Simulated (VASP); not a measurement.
# SrO (I4/mmm) in VASP: notebook

The runs below take SrO through single point, with PBE.

Program: VASP 6.6.1. These are calculated values, not measurements. Logs are shortened: lines on timing, memory, paths and dates and some standing lists are left out, and cuts for length are marked.

## 1. The cell of the first run

Symmetry: I4/mmm, No. 139, tetragonal system. Conventional cell: a = 3.737 Å, b = 3.737 Å, c = 4.862 Å, α = 90.00°, β = 90.00°, γ = 90.00°. Sr (site symmetry 4/mmm) has 6 O at 2.43 to 2.64 Å within 3.2 Å. O (site symmetry 4/mmm) has 6 Sr at 2.43 to 2.64 Å within 3.2 Å.

## 2. Single point, PBE

INCAR reads:

```
SYSTEM = SrO
ALGO     = Normal         ! electronic algorithm
EDIFF    = 1E-6           ! SCF threshold, eV
ENCUT    = 520            ! plane-wave cutoff, eV
GGA      = PE             ! functional
ISIF     = 2              ! what is computed and relaxed
ISMEAR   = 0              ! smearing method
LASPH    = .TRUE.         ! aspherical terms in the spheres
LCHARG   = .FALSE.        ! write CHGCAR
LREAL    = .FALSE.        ! projectors in reciprocal space
LWAVE    = .FALSE.        ! write WAVECAR
NBANDS   = 15             ! bands
NELM     = 100            ! most SCF steps
PREC     = Accurate       ! precision mode
SIGMA    = 0.05           ! smearing width, eV
```

KPOINTS reads:

```
k-points
0
G
  8 8 8
  0 0 0
```

POSCAR reads:

```
SrO
1.0
    0.0000000000      2.6422265306      2.4308484082
    2.6422265306      0.0000000000      2.4308484082
    2.6422265306      2.6422265306      0.0000000000
Sr O
1 1
Direct
    0.0000000000      0.0000000000      0.0000000000
    0.5000000000      0.5000000000      0.5000000000
```

Potentials or basis: VASP PAW PBE potentials, release 64 (Sr_sv, O).

Started as:

```console
cat potpaw_PBE.64/Sr_sv/POTCAR potpaw_PBE.64/O/POTCAR > POTCAR
mpirun -np 1 vasp_std > vasp.out
```

OUTCAR:

```text
SYSTEM = SrO
   EDIFF = 1E-6
   ENCUT = 520
   GGA = PE
   ISIF = 2
   ISMEAR = 0
   LASPH = .TRUE.
   LREAL = .FALSE.
   NELM = 100
   PREC = Accurate

 ion  position               nearest neighbor table
   1  0.000  0.000  0.000-   2 2.43   2 2.43   2 2.64   2 2.64   2 2.64   2 2.64
   2  0.500  0.500  0.500-   1 2.43   1 2.43   1 2.64   1 2.64   1 2.64   1 2.64

  LATTYP: Found a body centered tetragonal cell.
 ALAT       =     3.7366725944
 C/A-ratio  =     1.3010764774

  Lattice vectors:

 A1 = (   0.0000000000,  -2.6422265306,  -2.4308484082)
 A2 = (   0.0000000000,   2.6422265306,  -2.4308484082)
 A3 = (   2.6422265306,   0.0000000000,   2.4308484082)

Analysis of symmetry for initial positions (statically):
=====================================================================
 Subroutine PRICEL returns:
 Original cell was already a primitive cell.

 Routine SETGRP: Setting up the symmetry group for a
 body centered tetragonal supercell.

 Subroutine GETGRP returns: Found 16 space group operations
 (whereof 16 operations were pure point group operations)
 out of a pool of 16 trial point group operations.

The static configuration has the point symmetry D_4h.

Analysis of symmetry for dynamics (positions and initial velocities):
=====================================================================
 Subroutine PRICEL returns:
 Original cell was already a primitive cell.

 Routine SETGRP: Setting up the symmetry group for a
 body centered tetragonal supercell.

 Subroutine GETGRP returns: Found 16 space group operations
 (whereof 16 operations were pure point group operations)
 out of a pool of 16 trial point group operations.

The dynamic configuration has the point symmetry D_4h.

 Subroutine INISYM returns: Found 16 space group operations
 (whereof 16 operations are pure point group operations),
 and found     1 'primitive' translations

----------------------------------------------------------------------------------------

                                     Primitive cell

  volume of cell :      33.9413

  direct lattice vectors                    reciprocal lattice vectors
     0.000000000  2.642226531  2.430848408    -0.189234342  0.189234342  0.205689503
     2.642226531  0.000000000  2.430848408     0.189234342 -0.189234342  0.205689503
     2.642226531  2.642226531  0.000000000     0.189234342  0.189234342 -0.205689503

  length of vectors
     3.590318234  3.590318234  3.736672594     0.337531397  0.337531397  0.337531397
[... 85 lines left out ...]
   IBRION =     -1    ionic relax: 0-MD 1-quasi-New 2-CG
   NFREE  =      0    steps in history (QN), initial steepest desc. (CG)
   ISIF   =      2    stress and relaxation
   ISYM   =      2    0-nonsym 1-usesym 2-fastsym
   POTIM  = 0.5000    time-step for ionic-motion
   TEBEG  =    0.0;   TEEND  =   0.0 temperature during run
   PSTRESS=    0.0 pullay stress
   NELECT =      16.0000    total number of electrons
   NUPDOWN=      -1.0000    fix difference up-down
   EMIN   =  10.00;   EMAX   =-10.00  energy-range for DOS
   EFERMI =   0.00;   METHOD = LEGACY
   ISMEAR =     0;   SIGMA  =   0.05  broadening in eV -4-tet -1-fermi 0-gaus
   EFERMI_NEDOS =   21; number of points for ismear=-14 and -15
   IALGO  =     38    algorithm
   IMIX   =      4    mixing-type and parameters
     AMIX     =   0.40;   BMIX     =  1.00
     AMIX_MAG =   1.60;   BMIX_MAG =  1.00
  volume/ion in A,a.u.               =      16.97       114.52
  Fermi-wavevector in a.u.,A,eV,Ry     =   1.274106  2.407711 22.086959  1.623346
  Thomas-Fermi vector in A             =   2.406892
   LORBIT       =      0    0 simple, 1 ext, 2 COOP (PROOUT), +10 PAW based schemes
   GGA     = PE    functional components
   LHFCALC =     F    Hartree Fock is set to
   AEXX    =    0.0000 exact exchange contribution
   IVDW    =     0    specifies the selected vdW correction
   LEPSILON=     F    determine dielectric tensor
   LRPA    =     F    only Hartree local field effects (RPA)
 non-spin polarized calculation
 Gauss-broadening in eV      SIGMA  =   0.05
  energy-cutoff  :      520.00
  volume of cell :       33.94
 maximum number of plane-waves:       924
   NGX = 13   NGY = 13   NGZ = 13

 number of electron      15.9999997 magnetization

 Free energy of the ion-electron system (eV)
  ---------------------------------------------------
  ext. energy  EPLUGINS =         0.00000000
  ---------------------------------------------------
  free energy    TOTEN  =       -11.96156296 eV

  energy without entropy =      -11.96156296  energy(sigma->0) =      -11.96156296

 E-fermi :   2.1160     XC(G=0): -10.0204

 val. band max:        1.9224993680   @ k =   0.0000   0.0000   0.0000
 cond. band min:       4.7374360043   @ k =   0.5000   0.5000   0.0000
 fundamental gap:      2.8149366364
 Fermi energy:         2.1159905457

 k-point     1 :       0.0000    0.0000    0.0000
  band No.  band energies     occupation
      1     -30.6816      2.00000
      2     -13.4361      2.00000
      3     -12.3378      2.00000
      4     -12.3378      2.00000
      5     -12.3103      2.00000
      6       1.5660      2.00000
      7       1.5660      2.00000
      8       1.9225      2.00000
      9       5.5067      0.00000
     10       7.7299      0.00000
     11       7.7299      0.00000
     12       8.3371      0.00000
     13       9.5061      0.00000
     14      10.8823      0.00000
[... 401 lines left out ...]
      2     -14.5947      2.00000
      3     -12.5013      2.00000
      4     -12.4322      2.00000
      5     -11.4387      2.00000
      6       0.0465      2.00000
      7       0.8084      2.00000
      8       1.0571      2.00000
      9       7.3960      0.00000
     10       8.6532      0.00000
     11      10.0241      0.00000
     12      10.3977      0.00000
     13      12.0372      0.00000
     14      12.7919      0.00000
     15      17.0949      0.00000

 [... further k-points ...]
[... 5 lines left out ...]
  --------------------------------------------------------------------------------------
  -------------------------------------------------------------------------------------
  Total        0.0814099      0.0814099      3.0891925      0.0000000      0.0000000      0.0000000
  in kB        3.8429062      3.8429062    145.8235228      0.0000000      0.0000000      0.0000000
  external PRESSURE =      51.1697784 kB  Pullay stress =       0.0000000 kB

 VOLUME and BASIS-vectors are now :
 -----------------------------------------------------------------------------
  energy-cutoff  :      520.00
  volume of cell :       33.94
      direct lattice vectors                 reciprocal lattice vectors
     0.000000000  2.642226531  2.430848408    -0.189234342  0.189234342  0.205689503
     2.642226531  0.000000000  2.430848408     0.189234342 -0.189234342  0.205689503
     2.642226531  2.642226531  0.000000000     0.189234342  0.189234342 -0.205689503

 POSITION                                       TOTAL-FORCE (eV/Angst)
 -----------------------------------------------------------------------------------
      0.00000      0.00000      0.00000        -0.000000      0.000000      0.000000
      2.64223      2.64223      2.43085         0.000000     -0.000000      0.000000
 -----------------------------------------------------------------------------------
    total drift:                                0.000000      0.000000      0.000000

  FREE ENERGIE OF THE ION-ELECTRON SYSTEM (eV)
  ---------------------------------------------------
  free  energy   TOTEN  =       -11.9615629602 eV

  energy  without entropy=      -11.9615629602  energy(sigma->0) =      -11.96156296
```

OSZICAR:

```text
N       E                     dE             d eps       ncg     rms          rms(c)
DAV:   1     0.666405064762E+02    0.66641E+02   -0.85061E+03  1770   0.105E+03
DAV:   2    -0.110477710422E+02   -0.77688E+02   -0.71541E+02  2446   0.219E+02
DAV:   3    -0.141575042104E+02   -0.31097E+01   -0.30947E+01  2286   0.396E+01
DAV:   4    -0.142199563315E+02   -0.62452E-01   -0.62445E-01  2227   0.545E+00
DAV:   5    -0.142215687914E+02   -0.16125E-02   -0.16125E-02  2271   0.674E-01    0.174E+01
DAV:   6    -0.121102042923E+02    0.21114E+01   -0.67547E+00  1826   0.198E+01    0.204E+01
DAV:   7    -0.119718556273E+02    0.13835E+00   -0.29578E-01  2106   0.488E+00    0.118E+01
DAV:   8    -0.119590374349E+02    0.12818E-01   -0.11920E-01  2246   0.341E+00    0.654E-01
DAV:   9    -0.119608921714E+02   -0.18547E-02   -0.57162E-03  2402   0.488E-01    0.243E-01
DAV:  10    -0.119613972010E+02   -0.50503E-03   -0.44794E-04  1875   0.190E-01    0.837E-02
DAV:  11    -0.119615425956E+02   -0.14539E-03   -0.13041E-04  1966   0.830E-02    0.276E-02
DAV:  12    -0.119615631033E+02   -0.20508E-04   -0.28851E-05  1875   0.383E-02    0.151E-02
DAV:  13    -0.119615629602E+02    0.14306E-06   -0.70943E-07  1564   0.813E-03
   1 F= -.11961563E+02 E0= -.11961563E+02  d E =-.173232E-10
```

stdout:

```text
POSCAR found type information on POSCAR SrO
 POSCAR found :  2 types and       2 ions
 scaLAPACK will be used
 LDA part: xc-table for (Slater+PW92), standard interpolation
 POSCAR, INCAR and KPOINTS ok, starting setup
 FFT: planning ... GRIDC
 FFT: planning ... GRID_SOFT
 FFT: planning ... GRID
 WAVECAR not read
 entering main loop
```

It took 34 s on 1 thread of Intel Xeon Platinum 8488C (Sapphire Rapids), shared host; peak memory 0.17 GiB.

What came out:

* Free energy: -11.9616 eV
* Pressure: 5.1 GPa
* Band gap on the k mesh: 2.81 eV, indirect (least direct gap 3.10 eV)

## 3. Single point, PBE

This run uses another cell than the first one, of the same volume but with other edges.

INCAR reads:

```
SYSTEM = SrO
ALGO     = Normal         ! electronic algorithm
EDIFF    = 1E-6           ! SCF threshold, eV
ENCUT    = 520            ! plane-wave cutoff, eV
GGA      = PE             ! functional
ISIF     = 2              ! what is computed and relaxed
ISMEAR   = 0              ! smearing method
LASPH    = .True.         ! aspherical terms in the spheres
LCHARG   = .True.         ! write CHGCAR
LELF     = .True.         ! ELF
LREAL    = .False.        ! projectors in reciprocal space
LVHAR    = .True.       
LWAVE    = .False.        ! write WAVECAR
NBANDS   = 15             ! bands
NELM     = 80             ! most SCF steps
PREC     = Accurate       ! precision mode
SIGMA    = 0.05           ! smearing width, eV
```

KPOINTS reads:

```
k-points
0
Gamma
  8 8 8
  0 0 0
```

POSCAR reads:

```
SrO
1.0
    0.0000000000      2.4894405709      2.7383846280
    2.4894405709      0.0000000000      2.7383846280
    2.4894405709      2.4894405709      0.0000000000
Sr O
1 1
Direct
    0.0000000000      0.0000000000      0.0000000000
    0.5000000000      0.5000000000      0.5000000000
```

Potentials or basis: VASP PAW PBE potentials, release 64 (Sr_sv, O).

Started as:

```console
cat potpaw_PBE.64/Sr_sv/POTCAR potpaw_PBE.64/O/POTCAR > POTCAR
mpirun -np 1 vasp_std > vasp.out
```

Run time: 34 s. Hardware: 1 thread of Intel Xeon Platinum 8488C (Sapphire Rapids), shared host; peak memory 0.17 GiB.

It converged, with:

| Quantity | Value |
| --- | --- |
| Free energy | -11.9555 eV |
| Pressure | 5.4 GPa |
| Band gap on the k mesh | 3.10 eV, indirect (least direct gap 3.14 eV) |

Stress tensor (GPa, compression positive):
```
 9.45  0.00  0.00
 0.00  9.45  0.00
 0.00  0.00 -2.75
```

Levels at points of the mesh, in eV from the valence-band top:
| k point | band 6 | band 7 | band 8 | band 9 | band 10 | band 11 |
| --- | --- | --- | --- | --- | --- | --- |
| (0.00, 0.00, 0.00) | -0.30 | 0.00 | 0.00 | 3.66 | 5.66 | 6.41 |
| (0.50, 0.00, 0.00) | -2.29 | -1.29 | -1.29 | 6.41 | 8.28 | 8.76 |
| (0.50, 0.50, 0.00) | -0.87 | -0.07 | -0.07 | 3.38 | 7.79 | 9.94 |
| (0.50, 0.00, 0.50) | -0.42 | -0.32 | -0.04 | 3.10 | 7.60 | 10.23 |

 A k mesh can miss the band edges.

## 4. Single point, PBE

This run uses another cell than the first one, of the same volume but with other edges.

INCAR reads:

```
PREC     = Accurate       # precision mode
ENCUT    = 520            # plane-wave cutoff, eV
EDIFF    = 1E-6           # SCF threshold, eV
ISMEAR   = 0              # smearing method
SIGMA    = 0.05           # smearing width, eV
LREAL    = False          # projectors in reciprocal space
LASPH    = True           # aspherical terms in the spheres
NELM     = 80             # most SCF steps
ALGO     = Normal         # electronic algorithm
ISIF     = 2              # what is computed and relaxed
LWAVE    = False          # write WAVECAR
LCHARG   = False          # write CHGCAR
GGA      = PE             # functional
NBANDS   = 15             # bands
```

KPOINTS reads:

```
regular mesh
0
Gamma
  8 8 8
```

POSCAR reads:

```
SrO
1.0
    0.0000000000      2.9666173972      1.9283013082
    2.9666173972      0.0000000000      1.9283013082
    2.9666173972      2.9666173972      0.0000000000
Sr O
1 1
Direct
    0.0000000000      0.0000000000      0.0000000000
    0.5000000000      0.5000000000      0.5000000000
```

Started as:

```console
cat potpaw_PBE.64/Sr_sv/POTCAR potpaw_PBE.64/O/POTCAR > POTCAR
mpirun -np 1 vasp_std > vasp.out
```

Wall time 42 s (1 thread of Intel Xeon Platinum 8488C (Sapphire Rapids), shared host); peak memory 0.18 GiB.

The run converged. Its results:

- Free energy: -8.1403 eV
- Pressure: 54.9 GPa
- Band gap on the k mesh: zero (band 8 reaches 5.03 eV, above the bottom of band 9 at 4.02 eV)

Stress tensor (GPa, compression positive):
```
  0.75   0.00   0.00
  0.00   0.75   0.00
  0.00   0.00 163.14
```

Levels at points of the mesh, in eV from the Fermi level:
```tsv
k point	band 5	band 6	band 7	band 8	band 9	band 10	band 11	band 12
(0.00, 0.00, 0.00)	-16.74	-4.14	-4.14	-1.57	-0.04	2.61	3.30	3.30
(0.50, 0.00, 0.00)	-12.26	-5.98	-5.58	-5.52	2.83	4.24	5.40	6.28
(0.50, 0.50, 0.00)	-17.57	-4.07	-4.07	-0.96	0.08	6.91	7.33	7.33
(0.50, 0.00, 0.50)	-16.71	-4.36	-4.23	0.03	1.77	2.29	4.75	5.81
```

## 5. Summary

| cell | gap on the mesh (eV) | pressure (GPa) |
| --- | --- | --- |
| a = 3.590, b = 3.590, c = 3.737 Å, angles 58.6, 58.6, 62.7°, 2 atoms | 2.81 | 5.1 |
| a = 3.701, b = 3.701, c = 3.521 Å, angles 61.6, 61.6, 56.8°, 2 atoms | 3.10 | 5.4 |
| a = 3.538, b = 3.538, c = 4.195 Å, angles 53.6, 53.6, 72.7°, 2 atoms | none | 54.9 |

Alike in all rows: task single point; level PBE; potentials or basis VASP PAW PBE potentials, release 64 (Sr_sv, O); no spin polarisation; k mesh 8 × 8 × 8; cutoff (eV) 520; smearing gaussian 0.05 eV.

Absolute energies hang on the potentials; compare differences alone.
